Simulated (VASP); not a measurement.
Runs of VASP 6.6.1 on MgTe4. The structure is that of space group R-3m (No. 166), or close to it. The cells are those of the table. The cell was built from a structure type or drawn by symmetry, and may not be a known phase.

```csv
task,cell,k mesh,cutoff (eV),gap on the mesh (eV),pressure (GPa),relaxed volume (Å³/atom)
single point,"a = 5.849 Å, angles 68.2°, 5 atoms",3 × 3 × 3,520,none,-0.1,-
single point,"a = 5.848 Å, angles 68.9°, 5 atoms",6 × 6 × 6,520,none,-0.1,-
relaxation of cell and atoms,"relaxed from a = 6.306 Å, angles 62.3°, 5 atoms",3 × 3 × 3,600,none,-0.1,33.30
relaxation of cell and atoms,"relaxed from a = 5.849 Å, angles 68.2°, 5 atoms",6 × 6 × 6,600,none,0.0,(a)
single point,"a = 6.306 Å, angles 62.3°, 5 atoms",3 × 3 × 3,520,none,-1.6,-
```

Alike in all rows: level PBE; potentials or basis VASP PAW PBE potentials, release 64 (Mg, Te); no spin polarisation; smearing gaussian 0.1 eV.

Question: Fill in the values left out.

Answer: (a) 33.47.

Caveats: some runs use coarse meshes; spin-orbit coupling is left out, which moves the levels of the heavy elements; semilocal functionals underestimate gaps, so a narrow gap can read as zero (at least some runs).

A k mesh can miss the band edges, and the runs leave out spin-orbit coupling on Te.

A gap of «none» marks levels without a gap at the run's occupations.
